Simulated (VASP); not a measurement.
# Pd (P6_3/mmc) in VASP: notebook

Runs on Pd. Level: BLYP. Tasks: single point.

Program: VASP 6.6.1. These are calculated values, not measurements. Logs are shortened: lines on timing, memory, paths and dates and some standing lists are left out, and cuts for length are marked.

### 1 The cell of the first run

The structure is hexagonal, space group P6_3/mmc (No. 194). The conventional cell has a = 2.833 Å, b = 2.833 Å, c = 4.735 Å, α = 90.00°, β = 90.00°, γ = 120.00°. Within 3.7 Å of Pd (site symmetry -6m2) lie 12 Pd at 2.83 to 2.88 Å.

This isn't the form of Pd at room conditions, which is fcc.

### 2 Single point, BLYP (16.46 Å³/atom)

Contents of INCAR:

```
PREC = Accurate ; ENCUT = 520
EDIFF = 1E-7 ; ISMEAR = -1
SIGMA = 0.1 ; LREAL = F
LASPH = T ; NELM = 80
ALGO = Normal ; ISIF = 2
LWAVE = F ; LCHARG = F
GGA = B5 ; ALDAX = 1.0
AGGAX = 1.0 ; AGGAC = 1.0
ALDAC = 0.0 ; NBANDS = 17
```

Contents of KPOINTS:

```
Automatic mesh
0
Gamma
  14 14 8
```

Contents of POSCAR:

```
Pd
1.0
    2.8330063848      0.0000000000      0.0000000000
   -1.4165031924      2.4534554983      0.0000000000
    0.0000000000      0.0000000000      4.7351445465
Pd
2
Direct
    0.3333333333      0.6666666667      0.2500000000
    0.6666666667      0.3333333333      0.7500000000
```

Potentials or basis: VASP PAW PBE potentials, release 64 (Pd).

On the command line:

```console
$ cat potpaw_PBE.64/Pd/POTCAR > POTCAR
$ mpirun -np 1 vasp_std > vasp.out
```

OUTCAR:

```text
PREC = Accurate
   ENCUT = 520
   EDIFF = 1E-7
   ISMEAR = -1
   LREAL = F
   LASPH = T
   NELM = 80
   ISIF = 2
   GGA = B5

 ion  position               nearest neighbor table
   1  0.333  0.667  0.250-   2 2.88   2 2.88   2 2.88   2 2.88   2 2.88   2 2.88
   2  0.667  0.333  0.750-   1 2.88   1 2.88   1 2.88   1 2.88   1 2.88   1 2.88

  LATTYP: Found a hexagonal cell.
 ALAT       =     2.8330063848
 C/A-ratio  =     1.6714203582

  Lattice vectors:

 A1 = (   2.8330063848,   0.0000000000,   0.0000000000)
 A2 = (  -1.4165031924,   2.4534554983,   0.0000000000)
 A3 = (   0.0000000000,   0.0000000000,   4.7351445465)

Analysis of symmetry for initial positions (statically):
=====================================================================
 Subroutine PRICEL returns:
 Original cell was already a primitive cell.

 Routine SETGRP: Setting up the symmetry group for a
 hexagonal supercell.

 Subroutine GETGRP returns: Found 24 space group operations
 (whereof 12 operations were pure point group operations)
 out of a pool of 24 trial point group operations.

The static configuration has the point symmetry D_3d.
 The point group associated with its full space group is D_6h.

Analysis of symmetry for dynamics (positions and initial velocities):
=====================================================================
 Subroutine PRICEL returns:
 Original cell was already a primitive cell.

 Routine SETGRP: Setting up the symmetry group for a
 hexagonal supercell.

 Subroutine GETGRP returns: Found 24 space group operations
 (whereof 12 operations were pure point group operations)
 out of a pool of 24 trial point group operations.

The dynamic configuration has the point symmetry D_3d.
 The point group associated with its full space group is D_6h.

 Subroutine INISYM returns: Found 24 space group operations
 (whereof 12 operations are pure point group operations),
 and found     1 'primitive' translations

----------------------------------------------------------------------------------------

                                     Primitive cell

  volume of cell :      32.9124

  direct lattice vectors                    reciprocal lattice vectors
     2.833006385  0.000000000  0.000000000     0.352981908  0.203794200  0.000000000
    -1.416503192  2.453455498  0.000000000     0.000000000  0.407588400  0.000000000
     0.000000000  0.000000000  4.735144546     0.000000000  0.000000000  0.211186795

  length of vectors
     2.833006385  2.833006385  4.735144546     0.407588400  0.407588400  0.211186795

  position of ions in fractional coordinates (direct lattice)
     0.333333333  0.666666667  0.250000000
     0.666666667  0.333333333  0.750000000

  ion indices of the primitive-cell ions
   primitive index   ion index
                 1           1
                 2           2

----------------------------------------------------------------------------------------

 KPOINTS: Automatic mesh

Automatic generation of k-mesh.
 Grid dimensions read from file:
 generate k-points for:   14   14    8

 Generating k-lattice:

  Cartesian coordinates                     Fractional coordinates (reciprocal lattice)
     0.025212993  0.014556729  0.000000000     0.071428571 -0.000000000  0.000000000
     0.000000000  0.029113457  0.000000000     0.000000000  0.071428571  0.000000000
     0.000000000  0.000000000  0.026398349     0.000000000  0.000000000  0.125000000

  Length of vectors
     0.029113457  0.029113457  0.026398349

  Shift w.r.t. Gamma in fractional coordinates (k-lattice)
     0.000000000  0.000000000  0.000000000

 Subroutine IBZKPT returns following result:
 ===========================================

 Found    120 irreducible k-points:

 Following reciprocal coordinates:
            Coordinates               Weight
  0.000000  0.000000  0.000000      1.000000
  0.071429  0.000000  0.000000      6.000000
  0.142857  0.000000  0.000000      6.000000
  0.214286  0.000000  0.000000      6.000000
  0.285714  0.000000  0.000000      6.000000
  0.357143  0.000000  0.000000      6.000000
[... 16 lines left out ...]
  0.285714  0.285714  0.000000      6.000000
  0.357143  0.285714  0.000000      6.000000
 [... further k-points ...]
   k-points           NKPTS =    120   k-points in BZ     NKDIM =    120   number of bands    NBANDS=     17
   number of dos      NEDOS =    301   number of ions     NIONS =      2
   total plane-waves  NPLWV =  20736
   dimension x,y,z NGX =    24 NGY =   24 NGZ =   36
   dimension x,y,z NGXF=    48 NGYF=   48 NGZF=   72
   ions per type =               2
   NGX,Y,Z   is equivalent  to a cutoff of  14.08, 14.08, 12.64 a.u.
   NGXF,Y,Z  is equivalent  to a cutoff of  28.17, 28.17, 25.28 a.u.
 SYSTEM =  unknown system
   PREC   = accura    normal or accurate (medium, high low for compatibility)
   ISTART =      0    job   : 0-new  1-cont  2-samecut
   ICHARG =      2    charge: 1-file 2-atom 10-const
   ISPIN  =      1    spin polarized calculation?
   LNONCOLLINEAR =      F non collinear calculations
   LSORBIT =      F    spin-orbit coupling
   LASPH  =      T    aspherical Exc in radial PAW
   ENCUT  =  520.0 eV  38.22 Ry    6.18 a.u.   5.27  5.27  8.80*2*pi/ulx,y,z
   NELM   =     80;   NELMIN=  2; NELMDL= -5     # of ELM steps
   EDIFF  = 0.1E-06   stopping-criterion for ELM
   LREAL  =      F    real-space projection
   EDIFFG = 0.1E-05   stopping-criterion for IOM
   NSW    =      0    number of steps for IOM
   IBRION =     -1    ionic relax: 0-MD 1-quasi-New 2-CG
   NFREE  =      0    steps in history (QN), initial steepest desc. (CG)
   ISIF   =      2    stress and relaxation
   ISYM   =      2    0-nonsym 1-usesym 2-fastsym
   POTIM  = 0.5000    time-step for ionic-motion
   TEBEG  =    0.0;   TEEND  =   0.0 temperature during run
   PSTRESS=    0.0 pullay stress
   NELECT =      20.0000    total number of electrons
   NUPDOWN=      -1.0000    fix difference up-down
   EMIN   =  10.00;   EMAX   =-10.00  energy-range for DOS
   EFERMI =   0.00;   METHOD = LEGACY
   ISMEAR =    -1;   SIGMA  =   0.10  broadening in eV -4-tet -1-fermi 0-gaus
   EFERMI_NEDOS =   21; number of points for ismear=-14 and -15
   IALGO  =     38    algorithm
   IMIX   =      4    mixing-type and parameters
     AMIX     =   0.40;   BMIX     =  1.00
     AMIX_MAG =   1.60;   BMIX_MAG =  1.00
  volume/ion in A,a.u.               =      16.46       111.05
  Fermi-wavevector in a.u.,A,eV,Ry     =   1.386645  2.620378 26.161055  1.922783
  Thomas-Fermi vector in A             =   2.510941
   LORBIT       =      0    0 simple, 1 ext, 2 COOP (PROOUT), +10 PAW based schemes
   GGA     = B5    functional components
   LHFCALC =     F    Hartree Fock is set to
   AEXX    =    0.0000 exact exchange contribution
   IVDW    =     0    specifies the selected vdW correction
   LEPSILON=     F    determine dielectric tensor
   LRPA    =     F    only Hartree local field effects (RPA)
 non-spin polarized calculation
  energy-cutoff  :      520.00
  volume of cell :       32.91
 maximum number of plane-waves:       896
 NGX is ok and might be reduce to    24
   NGX = 11   NGY = 11   NGZ = 17

 number of electron      19.9999996 magnetization

 Free energy of the ion-electron system (eV)
  ---------------------------------------------------
  ext. energy  EPLUGINS =         0.00000000
  ---------------------------------------------------
  free energy    TOTEN  =        -8.78523835 eV

  energy without entropy =       -8.63521545  energy(sigma->0) =       -8.71022690

 E-fermi :   8.5756     XC(G=0): -11.8940

 val. band max:        8.5754471026   @ k =   0.3571   0.0000   0.0000
 cond. band min:       8.5774526984   @ k =   0.4286   0.0000   0.0000
 fundamental gap:      0.0020055958
 Fermi energy:         8.5756278165

 k-point     1 :       0.0000    0.0000    0.0000
  band No.  band energies     occupation
      1       2.3583      2.00000
      2       4.0637      2.00000
      3       6.0428      2.00000
      4       6.2417      2.00000
      5       6.2417      2.00000
      6       6.5277      2.00000
[... 9 lines left out ...]
     16      28.0704      0.00000
     17      29.6164      0.00000

 k-point     2 :       0.0714    0.0000    0.0000
  band No.  band energies     occupation
      1       2.5115      2.00000
      2       4.1706      2.00000
      3       5.9692      2.00000
      4       6.3040      2.00000
      5       6.3382      2.00000
      6       6.4835      2.00000
[... 9 lines left out ...]
     16      27.5815      0.00000
     17      28.6113      0.00000

 k-point     3 :       0.1429    0.0000    0.0000
  band No.  band energies     occupation
      1       2.9485      2.00000
      2       4.4435      2.00000
      3       5.8071      2.00000
      4       6.3121      2.00000
      5       6.5577      2.00000
      6       6.6163      2.00000
[... 9 lines left out ...]
     16      27.0923      0.00000
     17      27.8468      0.00000

 k-point     4 :       0.2143    0.0000    0.0000
  band No.  band energies     occupation
      1       3.5796      2.00000
      2       4.6845      2.00000
      3       5.7467      2.00000
      4       5.9843      2.00000
      5       6.1992      2.00000
      6       6.7362      2.00000
[... 9 lines left out ...]
     16      27.0447      0.00000
     17      27.3625      0.00000
[... 343 lines left out ...]
      1       4.7508      2.00000
      2       4.9175      2.00000
      3       5.1517      2.00000
      4       6.0642      2.00000
      5       6.1938      2.00000
      6       6.3484      2.00000
[... 9 lines left out ...]
     16      21.4588      0.00000
     17      22.3154      0.00000

 k-point    23 :       0.2857    0.2857    0.0000
  band No.  band energies     occupation
      1       4.7823      2.00000
      2       5.1840      2.00000
      3       5.3295      2.00000
      4       5.8536      2.00000
      5       6.0210      2.00000
      6       6.3384      2.00000
[... 9 lines left out ...]
     16      22.7987      0.00000
     17      22.8061      0.00000

 k-point    24 :       0.3571    0.2857    0.0000
  band No.  band energies     occupation
      1       4.7581      2.00000
      2       5.2751      2.00000
      3       5.3464      2.00000
      4       5.8625      2.00000
      5       6.0807      2.00000
      6       6.2077      2.00000
[... 9 lines left out ...]
     16      21.3913      0.00000
     17      21.8080      0.00000

 [... further k-points ...]

------------------------ aborting loop because EDIFF is reached ----------------------------------------

  FORCE on cell =-STRESS in cart. coord.  units (eV):
  Direction    XX          YY          ZZ          XY          YZ          ZX
  --------------------------------------------------------------------------------------
  -------------------------------------------------------------------------------------
  Total        0.0921056      0.0921056     -0.0314568      0.0000000      0.0000000     -0.0000000
  in kB        4.4837105      4.4837105     -1.5313210      0.0000000      0.0000000     -0.0000000
  external PRESSURE =       2.4787000 kB  Pullay stress =       0.0000000 kB

 VOLUME and BASIS-vectors are now :
 -----------------------------------------------------------------------------
  energy-cutoff  :      520.00
  volume of cell :       32.91
      direct lattice vectors                 reciprocal lattice vectors
     2.833006385  0.000000000  0.000000000     0.352981908  0.203794200  0.000000000
    -1.416503192  2.453455498  0.000000000     0.000000000  0.407588400  0.000000000
     0.000000000  0.000000000  4.735144546     0.000000000  0.000000000  0.211186795

 POSITION                                       TOTAL-FORCE (eV/Angst)
 -----------------------------------------------------------------------------------
     -0.00000      1.63564      1.18379         0.000000      0.000000      0.000000
      1.41650      0.81782      3.55136        -0.000000     -0.000000      0.000000
 -----------------------------------------------------------------------------------
    total drift:                               -0.000000      0.000000     -0.000000

  FREE ENERGIE OF THE ION-ELECTRON SYSTEM (eV)
  ---------------------------------------------------
  free  energy   TOTEN  =        -8.7852383470 eV

  energy  without entropy=       -8.6352154490  energy(sigma->0) =       -8.71022690
```

It took 46 s on 1 thread of Intel Xeon Platinum 8259CL at 2.50GHz (Skylake/Cascade Lake), shared host; peak memory 0.19 GiB.

Results:

```
Free energy            : -8.7852 eV
Pressure               : 0.2 GPa
Band gap on the k mesh : zero (bands 10 and 11 overlap by 0.78 eV)
```

Caveat: the PAW data sets were made with another functional, which shifts forces and pressure a little.

### 3 Single point, BLYP (17.11 Å³/atom)

This run uses another cell than the first one, of 17.11 Å³/atom.

Contents of INCAR:

```
SYSTEM = Pd
PREC = Accurate ; ENCUT = 520
EDIFF = 1E-6 ; ISMEAR = -1
SIGMA = 0.1 ; LREAL = .FALSE.
LASPH = .TRUE. ; NELM = 80
ALGO = Normal ; ISIF = 2
LWAVE = .FALSE. ; LCHARG = .FALSE.
GGA = B5 ; ALDAX = 1.0
AGGAX = 1.0 ; AGGAC = 1.0
ALDAC = 0.0 ; NBANDS = 17
```

Contents of KPOINTS:

```
Automatic mesh
0
G
  14 14 8
  0 0 0
```

Contents of POSCAR:

```
Pd
1.0
    2.8702870599      0.0000000000      0.0000000000
   -1.4351435299      2.4857415100      0.0000000000
    0.0000000000      0.0000000000      4.7974562258
Pd
2
Direct
    0.3333333333      0.6666666667      0.2500000000
    0.6666666667      0.3333333333      0.7500000000
```

Potentials or basis: VASP PAW PBE potentials, release 64 (Pd).

On the command line:

```console
$ cat potpaw_PBE.64/Pd/POTCAR > POTCAR
$ mpirun -np 1 vasp_std > vasp.out
```

It took 46 s on 1 thread of Intel Xeon Platinum 8259CL at 2.50GHz (Skylake/Cascade Lake), shared host; peak memory 0.19 GiB.

The run converged. Its results:

* Free energy: -8.7680 eV
* Pressure: -4.4 GPa
* Band gap on the k mesh: zero (bands 10 and 11 overlap by 0.73 eV)

Stress tensor (GPa, compression positive):
```
-4.25  0.00  0.00
 0.00 -4.25  0.00
 0.00  0.00 -4.68
```

Levels at points of the mesh, in eV from the Fermi level:
| k point | band 8 | band 9 | band 10 | band 11 | band 12 | band 13 |
| --- | --- | --- | --- | --- | --- | --- |
| (0.00, 0.00, 0.00) | -1.36 | -1.36 | -0.23 | -0.23 | 1.36 | 5.89 |
| (0.50, 0.00, 0.00) | -0.04 | -0.02 | 0.13 | 2.54 | 4.12 | 8.82 |
| (0.00, 0.00, 0.50) | -2.23 | -0.61 | -0.61 | -0.61 | -0.61 | 12.94 |
| (0.50, 0.00, 0.50) | -0.35 | 0.07 | 0.07 | 2.82 | 2.82 | 7.19 |

Caveat: the cell stands under tension; the PAW data sets were made with another functional, which shifts forces and pressure a little.

### 4 Single point, BLYP (17.77 Å³/atom)

This run uses another cell than the first one, of 17.77 Å³/atom.

Contents of INCAR:

```
PREC = Accurate ; ENCUT = 520
EDIFF = 1E-6 ; ISMEAR = -1
SIGMA = 0.1 ; LREAL = False
LASPH = True ; NELM = 60
ALGO = Normal ; ISIF = 2
LWAVE = False ; LCHARG = False
GGA = B5 ; ALDAX = 1.0
AGGAX = 1.0 ; AGGAC = 1.0
ALDAC = 0.0 ; NBANDS = 17
```

Contents of KPOINTS:

```
regular mesh
0
Gamma
  14 14 8
```

Contents of POSCAR:

```
Pd
1.0
    2.9066236649      0.0000000000      0.0000000000
   -1.4533118325      2.5172099330      0.0000000000
    0.0000000000      0.0000000000      4.8581899672
Pd
2
Direct
    0.3333333333      0.6666666667      0.2500000000
    0.6666666667      0.3333333333      0.7500000000
```

Potentials or basis: VASP PAW PBE potentials, release 64 (Pd).

On the command line:

```console
$ cat potpaw_PBE.64/Pd/POTCAR > POTCAR
$ mpirun -np 1 vasp_std > vasp.out
```

OUTCAR:

```text
PREC = Accurate
   ENCUT = 520
   EDIFF = 1E-6
   ISMEAR = -1
   LREAL = False
   LASPH = True
   NELM = 60
   ISIF = 2
   GGA = B5

 ion  position               nearest neighbor table
   1  0.333  0.667  0.250-   2 2.95   2 2.95   2 2.95   2 2.95   2 2.95   2 2.95
   2  0.667  0.333  0.750-   1 2.95   1 2.95   1 2.95   1 2.95   1 2.95   1 2.95

  LATTYP: Found a hexagonal cell.
 ALAT       =     2.9066236649
 C/A-ratio  =     1.6714203582

  Lattice vectors:

[... 667 lines left out ...]
 [... further k-points ...]

------------------------ aborting loop because EDIFF is reached ----------------------------------------

  FORCE on cell =-STRESS in cart. coord.  units (eV):
  Direction    XX          YY          ZZ          XY          YZ          ZX
  --------------------------------------------------------------------------------------
  -------------------------------------------------------------------------------------
  Total       -1.7380021     -1.7380021     -1.8003800      0.0000000      0.0000000      0.0000000
  in kB      -78.3390196    -78.3390196    -81.1506528      0.0000000      0.0000000      0.0000000
  external PRESSURE =     -79.2762307 kB  Pullay stress =       0.0000000 kB

 VOLUME and BASIS-vectors are now :
 -----------------------------------------------------------------------------
  energy-cutoff  :      520.00
  volume of cell :       35.55
      direct lattice vectors                 reciprocal lattice vectors
     2.906623665  0.000000000  0.000000000     0.344041787  0.198632618  0.000000000
    -1.453311833  2.517209933  0.000000000     0.000000000  0.397265237  0.000000000
     0.000000000  0.000000000  4.858189967     0.000000000  0.000000000  0.205837978

 POSITION                                       TOTAL-FORCE (eV/Angst)
 -----------------------------------------------------------------------------------
     -0.00000      1.67814      1.21455         0.000000      0.000000      0.000000
      1.45331      0.83907      3.64364        -0.000000     -0.000000      0.000000
 -----------------------------------------------------------------------------------
    total drift:                               -0.000000      0.000000     -0.000000

  FREE ENERGIE OF THE ION-ELECTRON SYSTEM (eV)
  ---------------------------------------------------
  free  energy   TOTEN  =        -8.7173219096 eV

  energy  without entropy=       -8.5584193353  energy(sigma->0) =       -8.63787062
```

OSZICAR:

```text
N       E                     dE             d eps       ncg     rms          rms(c)
DAV:   1     0.107101422928E+03    0.10710E+03   -0.10244E+04  4088   0.113E+03
DAV:   2    -0.734542982305E+01   -0.11445E+03   -0.10742E+03  4226   0.244E+02
DAV:   3    -0.908576129281E+01   -0.17403E+01   -0.17170E+01  4941   0.331E+01
DAV:   4    -0.909774863378E+01   -0.11987E-01   -0.11985E-01  4880   0.263E+00
DAV:   5    -0.909796702838E+01   -0.21839E-03   -0.21839E-03  4974   0.389E-01    0.632E+00
DAV:   6    -0.872726227268E+01    0.37070E+00   -0.10528E+00  4300   0.101E+01    0.287E+00
DAV:   7    -0.872037071490E+01    0.68916E-02   -0.10797E-02  4631   0.105E+00    0.162E+00
DAV:   8    -0.871730110258E+01    0.30696E-02   -0.92898E-04  4543   0.238E-01    0.396E-02
DAV:   9    -0.871731830238E+01   -0.17200E-04   -0.25811E-05  5285   0.391E-02    0.146E-02
DAV:  10    -0.871732164298E+01   -0.33406E-05   -0.26371E-06  4630   0.138E-02    0.461E-03
DAV:  11    -0.871732190961E+01   -0.26663E-06   -0.56891E-07  3147   0.642E-03
   1 F= -.87173219E+01 E0= -.86378706E+01  d E =-.158903E+00
```

It took 49 s on 1 thread of Intel Xeon Platinum 8259CL at 2.50GHz (Skylake/Cascade Lake), shared host; peak memory 0.19 GiB.

Results:

```yaml
Free_energy: -8.7173 eV
Pressure: -7.9 GPa
Band_gap_on_the_k_mesh: zero (bands 10 and 11 overlap by 0.69 eV)
```

Levels at points of the mesh, in eV from the Fermi level:
```
           k point  band 8  band 9  band 10  band 11  band 12  band 13
(0.00, 0.00, 0.00)   -1.28   -1.28    -0.23    -0.23     1.44     5.65
(0.50, 0.00, 0.00)   -0.05   -0.03     0.11     2.50     3.99     8.60
(0.00, 0.00, 0.50)   -2.10   -0.58    -0.58    -0.58    -0.58    12.63
(0.50, 0.00, 0.50)   -0.33    0.06     0.06     2.83     2.83     6.92
```

Caveat: the cell stands under tension; the PAW data sets were made with another functional, which shifts forces and pressure a little.

(Part 1 of 2 ends here.)
